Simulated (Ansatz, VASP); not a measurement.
# Ni: VASP beside Ansatz

```
Ni
1.0
     2.44802    0.00000    0.00000
    -1.22401    2.12005    0.00000
     0.00000    0.00000    4.07281
Ni
2
Direct
  0.33333 0.66667 0.25000
  0.66667 0.33333 0.75000
```

Alike in both runs: task relaxation of cell and atoms; functional LDA; k mesh 15 × 15 × 8; occupations fermi-dirac, width 0.1 eV; collinear spin.

|  | VASP | Ansatz |
| --- | --- | --- |
| version | VASP 6.6.1 | Ansatz 0.2.0 |
| potentials or method | VASP PAW LDA potentials, release 64 (Ni) | plane waves, PAW |
| plane-wave cutoff (eV) | 600 | 420 |
| valence electrons in the cell | 20 | 36 |

|  | VASP | Ansatz | Ansatz less VASP |
| --- | --- | --- | --- |
| net moment per atom (μB) | 0.00 | 0.60 | +0.600 |
| size of the moment on the site where the two differ most (μB) | 0.00 | 0.62 | +0.625 |
| relaxed volume (Å³/atom) | 10.03 | 10.08 | +0.048 |
| relaxed length of the cell vector where the two differ most in proportion (Å) | 2.415 | 2.422 | +0.0070 |

The net moments are unlike, so the other rows may belong to different states. LDA's correlation is that of Perdew and Zunger in VASP and of Perdew and Wang (1992) in Ansatz. Site moments also hang on the region over which each program counts them. VASP's potentials hold 20 valence electrons a cell and Ansatz's 36, so a difference there can come from the potentials and not from the codes. Ansatz's warnings: seeded moment not kept.
